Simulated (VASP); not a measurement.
# CsBr (Pm-3m) in VASP: further runs

CsBr is run at these levels: HSE06, PBE0; tasks: single point.

Program: VASP 6.6.1. These are calculated values, not measurements. Logs are shortened: lines on timing, memory, paths and dates and some standing lists are left out, and cuts for length are marked.

**1. The cell of the first run**

It takes space group Pm-3m (No. 221, cubic). Conventional cell: a = 4.320 Å, b = 4.320 Å, c = 4.320 Å, α = 90.00°, β = 90.00°, γ = 90.00°. Within 4.9 Å of Cs (site symmetry m-3m) lie 8 Br at 3.74 Å and 6 Cs at 4.32 Å. Within 4.9 Å of Br (site symmetry m-3m) lie 8 Cs at 3.74 Å and 6 Br at 4.32 Å.

**2. Single point, HSE06**

The input, POSCAR:

```
CsBr
1.0
    4.3196005093      0.0000000000      0.0000000000
    0.0000000000      4.3196005093      0.0000000000
    0.0000000000      0.0000000000      4.3196005093
Cs Br
1 1
Direct
    0.0000000000      0.0000000000      0.0000000000
    0.5000000000      0.5000000000      0.5000000000
```

The input, INCAR.step1:

```
PREC     = Accurate       # precision mode
ENCUT    = 400            # plane-wave cutoff, eV
EDIFF    = 1E-5           # SCF threshold, eV
ISMEAR   = 0              # smearing method
SIGMA    = 0.01           # smearing width, eV
LREAL    = False          # projectors in reciprocal space
LASPH    = True           # aspherical terms in the spheres
NELM     = 120            # most SCF steps
ALGO     = Normal         # electronic algorithm
ISIF     = 2              # what is computed and relaxed
LWAVE    = True           # write WAVECAR
LCHARG   = False          # write CHGCAR
NBANDS   = 15             # bands
GGA      = PE             # functional
GGA_COMPAT= False
```

The input, INCAR.step2:

```
PREC     = Accurate       # precision mode
ENCUT    = 400            # plane-wave cutoff, eV
EDIFF    = 1E-6           # SCF threshold, eV
ISMEAR   = 0              # smearing method
SIGMA    = 0.01           # smearing width, eV
LREAL    = False          # projectors in reciprocal space
LASPH    = True           # aspherical terms in the spheres
NELM     = 120            # most SCF steps
ALGO     = Normal         # electronic algorithm
ISIF     = 2              # what is computed and relaxed
LWAVE    = False          # write WAVECAR
LCHARG   = False          # write CHGCAR
GGA      = PE             # functional
LHFCALC  = True           # exact exchange
HFSCREEN = 0.2079         # screening, 1/A
PRECFOCK = Normal       
NBANDS   = 15             # bands
ISTART   = 1            
GGA_COMPAT= False
```

The input, KPOINTS:

```
Automatic mesh
0
Gamma
  4 4 4
```

Potentials or basis: VASP PAW PBE potentials, release 64 (Cs_sv, Br).

On the command line:

```bash
> cat potpaw_PBE.64/Cs_sv/POTCAR potpaw_PBE.64/Br/POTCAR > POTCAR
> cp INCAR.step1 INCAR
> mpirun -np 1 vasp_std > vasp.out
> cp INCAR.step2 INCAR
> mpirun -np 1 vasp_std > vasp.out
```

OUTCAR:

```text
PREC = Accurate
   ENCUT = 400
   EDIFF = 1E-6
   ISMEAR = 0
   LREAL = False
   LASPH = True
   NELM = 120
   ISIF = 2
   GGA = PE
   LHFCALC = True
   HFSCREEN = 0.2079
   PRECFOCK = Normal
   ISTART = 1

 ion  position               nearest neighbor table
   1  0.000  0.000  0.000-
   2  0.500  0.500  0.500-

  LATTYP: Found a simple cubic cell.
 ALAT       =     4.3196005093

  Lattice vectors:

 A1 = (   4.3196005093,   0.0000000000,   0.0000000000)
 A2 = (   0.0000000000,   4.3196005093,   0.0000000000)
 A3 = (   0.0000000000,   0.0000000000,   4.3196005093)

Analysis of symmetry for initial positions (statically):
=====================================================================
 Subroutine PRICEL returns:
 Original cell was already a primitive cell.

 Routine SETGRP: Setting up the symmetry group for a
 simple cubic supercell.

 Subroutine GETGRP returns: Found 48 space group operations
 (whereof 48 operations were pure point group operations)
 out of a pool of 48 trial point group operations.

The static configuration has the point symmetry O_h .

Analysis of symmetry for dynamics (positions and initial velocities):
=====================================================================
 Subroutine PRICEL returns:
 Original cell was already a primitive cell.

 Routine SETGRP: Setting up the symmetry group for a
 simple cubic supercell.

 Subroutine GETGRP returns: Found 48 space group operations
 (whereof 48 operations were pure point group operations)
 out of a pool of 48 trial point group operations.

The dynamic configuration has the point symmetry O_h .

 Subroutine INISYM returns: Found 48 space group operations
 (whereof 48 operations are pure point group operations),
 and found     1 'primitive' translations

----------------------------------------------------------------------------------------

                                     Primitive cell

  volume of cell :      80.5992

  direct lattice vectors                    reciprocal lattice vectors
     4.319600509  0.000000000  0.000000000     0.231502890  0.000000000  0.000000000
     0.000000000  4.319600509  0.000000000     0.000000000  0.231502890  0.000000000
     0.000000000  0.000000000  4.319600509     0.000000000  0.000000000  0.231502890

  length of vectors
     4.319600509  4.319600509  4.319600509     0.231502890  0.231502890  0.231502890

  position of ions in fractional coordinates (direct lattice)
     0.000000000  0.000000000  0.000000000
     0.500000000  0.500000000  0.500000000

  ion indices of the primitive-cell ions
   primitive index   ion index
                 1           1
                 2           2

----------------------------------------------------------------------------------------

 KPOINTS: Automatic mesh

Automatic generation of k-mesh.
 Grid dimensions read from file:
 generate k-points for:    4    4    4

 Generating k-lattice:

  Cartesian coordinates                     Fractional coordinates (reciprocal lattice)
     0.057875722  0.000000000  0.000000000     0.250000000  0.000000000  0.000000000
     0.000000000  0.057875722  0.000000000     0.000000000  0.250000000  0.000000000
     0.000000000  0.000000000  0.057875722     0.000000000  0.000000000  0.250000000

  Length of vectors
     0.057875722  0.057875722  0.057875722

  Shift w.r.t. Gamma in fractional coordinates (k-lattice)
     0.000000000  0.000000000  0.000000000

 Subroutine IBZKPT returns following result:
 ===========================================

 Found     10 irreducible k-points:

 Following reciprocal coordinates:
            Coordinates               Weight
  0.000000  0.000000  0.000000      1.000000
  0.250000  0.000000  0.000000      6.000000
  0.500000  0.000000  0.000000      3.000000
  0.250000  0.250000  0.000000     12.000000
  0.500000  0.250000  0.000000     12.000000
  0.500000  0.500000  0.000000      3.000000
  0.250000  0.250000  0.250000      8.000000
  0.500000  0.250000  0.250000     12.000000
  0.500000  0.500000  0.250000      6.000000
  0.500000  0.500000  0.500000      1.000000
   k-points           NKPTS =     10   k-points in BZ     NKDIM =     64   number of bands    NBANDS=     15
   number of dos      NEDOS =    301   number of ions     NIONS =      2
   total plane-waves  NPLWV =  21952
   dimension x,y,z NGX =    28 NGY =   28 NGZ =   28
   dimension x,y,z NGXF=    56 NGYF=   56 NGZF=   56
   ions per type =               1   1
   NGX,Y,Z   is equivalent  to a cutoff of  10.78, 10.78, 10.78 a.u.
   NGXF,Y,Z  is equivalent  to a cutoff of  21.55, 21.55, 21.55 a.u.
 SYSTEM =  unknown system
   PREC   = accura    normal or accurate (medium, high low for compatibility)
   ISTART =      1    job   : 0-new  1-cont  2-samecut
   ICHARG =      0    charge: 1-file 2-atom 10-const
   ISPIN  =      1    spin polarized calculation?
   LNONCOLLINEAR =      F non collinear calculations
   LSORBIT =      F    spin-orbit coupling
   LASPH  =      T    aspherical Exc in radial PAW
   ENCUT  =  400.0 eV  29.40 Ry    5.42 a.u.   7.04  7.04  7.04*2*pi/ulx,y,z
   NELM   =    120;   NELMIN=  2; NELMDL=  0     # of ELM steps
   EDIFF  = 0.1E-05   stopping-criterion for ELM
   LREAL  =      F    real-space projection
   EDIFFG = 0.1E-04   stopping-criterion for IOM
   NSW    =      0    number of steps for IOM
   IBRION =     -1    ionic relax: 0-MD 1-quasi-New 2-CG
   NFREE  =      0    steps in history (QN), initial steepest desc. (CG)
   ISIF   =      2    stress and relaxation
   ISYM   =      3    0-nonsym 1-usesym 2-fastsym
   POTIM  = 0.5000    time-step for ionic-motion
   TEBEG  =    0.0;   TEEND  =   0.0 temperature during run
   PSTRESS=    0.0 pullay stress
   NELECT =      16.0000    total number of electrons
   NUPDOWN=      -1.0000    fix difference up-down
   EMIN   =  10.00;   EMAX   =-10.00  energy-range for DOS
   EFERMI =   0.00;   METHOD = LEGACY
   ISMEAR =     0;   SIGMA  =   0.01  broadening in eV -4-tet -1-fermi 0-gaus
   EFERMI_NEDOS =   21; number of points for ismear=-14 and -15
   IALGO  =     38    algorithm
   IMIX   =      1    mixing-type and parameters
     AMIX     =   0.40;   BMIX     =  1.00
     AMIX_MAG =   1.60;   BMIX_MAG =  1.00
  volume/ion in A,a.u.               =      40.30       271.96
  Fermi-wavevector in a.u.,A,eV,Ry     =   0.955003  1.804693 12.408922  0.912030
  Thomas-Fermi vector in A             =   2.083801
   LORBIT       =      0    0 simple, 1 ext, 2 COOP (PROOUT), +10 PAW based schemes
   GGA     = PE    functional components
   LHFCALC =     T    Hartree Fock is set to
   PRECFOCK=normal    Normal, Fast or Accurate (Low or Medium for compatibility)
   ENCUT4O =  -1.0   cutoff for four orbital integrals eV
   NKREDX  =     1    reduce k-point grid by
   NKREDY  =     1    reduce k-point grid by
   NKREDZ  =     1    reduce k-point grid by
   AEXX    =    0.2500 exact exchange contribution
   HFSCREEN=    0.2079 screening length (either q_TF or 0.3 A-1)
   HFSCREENC=   0.2079 screening length for correlation (either q_TF or 0.3 A-1)
   ENCUTFOCK=  -1.0 apply spherical cutoff to Coloumb kernel
   IVDW    =     0    specifies the selected vdW correction
   LEPSILON=     F    determine dielectric tensor
   LRPA    =     F    only Hartree local field effects (RPA)
 non-spin polarized calculation
 Gauss-broadening in eV      SIGMA  =   0.01
  energy-cutoff  :      400.00
  volume of cell :       80.60
 maximum number of plane-waves:      1492
  NGX = 24; NGY = 24; NGZ = 24

 number of electron      16.0000004 magnetization

 Free energy of the ion-electron system (eV)
  ---------------------------------------------------
  ext. energy  EPLUGINS =         0.00000000
  ---------------------------------------------------
  free energy    TOTEN  =        -6.99890841 eV

  energy without entropy =       -6.99890841  energy(sigma->0) =       -6.99890841

 E-fermi :  -1.1740     XC(G=0):  -6.6693

 val. band max:       -1.2553400530   @ k =   0.5000   0.5000   0.0000
 cond. band min:       4.3411049099   @ k =   0.0000   0.0000   0.0000
 fundamental gap:      5.5964449629
 Fermi energy:        -1.1740307533

 k-point     1 :       0.0000    0.0000    0.0000
  band No.  band energies     occupation
      1     -22.3899      2.00000
      2     -14.6336      2.00000
      3      -7.9767      2.00000
      4      -7.9767      2.00000
      5      -7.9767      2.00000
      6      -1.2612      2.00000
      7      -1.2612      2.00000
      8      -1.2612      2.00000
      9       4.3411      0.00000
     10       4.8249      0.00000
     11       4.8249      0.00000
     12       9.2031      0.00000
     13       9.2031      0.00000
     14       9.2031      0.00000
     15      12.1497      0.00000

 k-point     2 :       0.2500    0.0000    0.0000
  band No.  band energies     occupation
      1     -22.3628      2.00000
      2     -14.6387      2.00000
      3      -8.1719      2.00000
      4      -7.9232      2.00000
      5      -7.9232      2.00000
      6      -2.0055      2.00000
      7      -1.3582      2.00000
      8      -1.3582      2.00000
      9       5.2290      0.00000
     10       5.6408      0.00000
     11       6.0924      0.00000
     12       8.9458      0.00000
     13       8.9458      0.00000
     14       9.5220      0.00000
     15       9.8338      0.00000
[... 113 lines left out ...]
      3      -8.4691      2.00000
      4      -8.4691      2.00000
      5      -8.0982      2.00000
      6      -2.1572      2.00000
      7      -2.1572      2.00000
      8      -1.9137      2.00000
      9       6.6127      0.00000
     10       6.8089      0.00000
     11       7.5473      0.00000
     12       7.5473      0.00000
     13      10.2532      0.00000
     14      10.2532      0.00000
     15      11.4167      0.00000

 k-point    10 :       0.5000    0.5000    0.5000
  band No.  band energies     occupation
      1     -22.2452      2.00000
      2     -14.4414      2.00000
      3      -8.3689      2.00000
      4      -8.3689      2.00000
      5      -8.3689      2.00000
      6      -2.4440      2.00000
      7      -2.4440      2.00000
      8      -2.4440      2.00000
      9       8.3160      0.00000
     10       8.3160      0.00000
     11       8.3160      0.00000
     12       9.0499      0.00000
     13       9.0499      0.00000
     14       9.0499      0.00000
     15      11.5264      0.00000

------------------------ aborting loop because EDIFF is reached ----------------------------------------

  FORCE on cell =-STRESS in cart. coord.  units (eV):
  Direction    XX          YY          ZZ          XY          YZ          ZX
  --------------------------------------------------------------------------------------
  -------------------------------------------------------------------------------------
  Total        0.1763145      0.1763145      0.1763145     -0.0000000     -0.0000000      0.0000000
  in kB        3.5048369      3.5048369      3.5048369     -0.0000000     -0.0000000      0.0000000
  external PRESSURE =       3.5048369 kB  Pullay stress =       0.0000000 kB

 VOLUME and BASIS-vectors are now :
 -----------------------------------------------------------------------------
  energy-cutoff  :      400.00
  volume of cell :       80.60
      direct lattice vectors                 reciprocal lattice vectors
     4.319600509  0.000000000  0.000000000     0.231502890  0.000000000  0.000000000
     0.000000000  4.319600509  0.000000000     0.000000000  0.231502890  0.000000000
     0.000000000  0.000000000  4.319600509     0.000000000  0.000000000  0.231502890

 POSITION                                       TOTAL-FORCE (eV/Angst)
 -----------------------------------------------------------------------------------
      0.00000      0.00000      0.00000         0.000000      0.000000      0.000000
      2.15980      2.15980      2.15980         0.000000      0.000000      0.000000
 -----------------------------------------------------------------------------------
    total drift:                                0.000013      0.000013      0.000013

  FREE ENERGIE OF THE ION-ELECTRON SYSTEM (eV)
  ---------------------------------------------------
  free  energy   TOTEN  =        -6.9989084089 eV

  energy  without entropy=       -6.9989084089  energy(sigma->0) =       -6.99890841
```

Run time: 4.7 min. Hardware: 1 thread of Intel Xeon Platinum 8259CL at 2.50GHz (Skylake/Cascade Lake), shared host; peak memory 0.26 GiB.

Results:

- Free energy: -6.9989 eV
- Pressure: 0.4 GPa
- Band gap on the k mesh: 5.60 eV (least direct gap 5.60 eV)

Caveat: the PAW data sets were made with another functional, which shifts forces and pressure a little; spin-orbit coupling is left out, which moves the levels of the heavy elements.

**3. Single point, PBE0**

POSCAR is that of step 2.

The input, INCAR.step1:

```
PREC = Accurate
ENCUT = 400
EDIFF = 1E-5
ISMEAR = 0
SIGMA = 0.01
LREAL = False
LASPH = True
NELM = 120
ALGO = Normal
ISIF = 2
LWAVE = True
GGA = PE
NBANDS = 15
GGA_COMPAT = False
```

The input, INCAR.step2:

```
PREC = Accurate
ENCUT = 400
EDIFF = 1E-6
ISMEAR = 0
SIGMA = 0.01
LREAL = False
LASPH = True
NELM = 120
ALGO = Normal
ISIF = 2
LWAVE = False
LCHARG = True
GGA = PE
LHFCALC = True
AEXX = 0.25
PRECFOCK = Normal
LELF = True
LVHAR = True
ISTART = 1
NBANDS = 15
GGA_COMPAT = False
```

KPOINTS is that of step 2.

Potentials or basis: VASP PAW PBE potentials, release 64 (Cs_sv, Br).

On the command line:

```bash
> cat potpaw_PBE.64/Cs_sv/POTCAR potpaw_PBE.64/Br/POTCAR > POTCAR
> cp INCAR.step1 INCAR
> mpirun -np 1 vasp_std > vasp.out
> cp INCAR.step2 INCAR
> mpirun -np 1 vasp_std > vasp.out
```

Run time: 5.7 min. Hardware: 1 thread of Intel Xeon Platinum 8259CL at 2.50GHz (Skylake/Cascade Lake), shared host; peak memory 0.17 GiB.

It converged, with:

- Free energy: -7.5285 eV
- Pressure: 0.2 GPa
- Band gap on the k mesh: 6.31 eV (least direct gap 6.32 eV)

Levels at points of the mesh, in eV from the valence-band top:
| k point | band 5 | band 6 | band 7 | band 8 | band 9 | band 10 | band 11 | band 12 |
| --- | --- | --- | --- | --- | --- | --- | --- | --- |
| (0.00, 0.00, 0.00) | -6.73 | -0.01 | -0.01 | -0.01 | 6.31 | 6.82 | 6.82 | 11.23 |
| (0.50, 0.00, 0.00) | -6.62 | -1.37 | -0.21 | -0.21 | 7.90 | 9.23 | 9.60 | 10.26 |
| (0.50, 0.50, 0.00) | -6.55 | -0.62 | -0.62 | 0.00 | 7.16 | 7.41 | 9.24 | 9.24 |
| (0.50, 0.50, 0.50) | -7.13 | -1.21 | -1.21 | -1.21 | 10.34 | 10.34 | 10.34 | 11.06 |

Caveat: the PAW data sets were made with another functional, which shifts forces and pressure a little; spin-orbit coupling is left out, which moves the levels of the heavy elements.
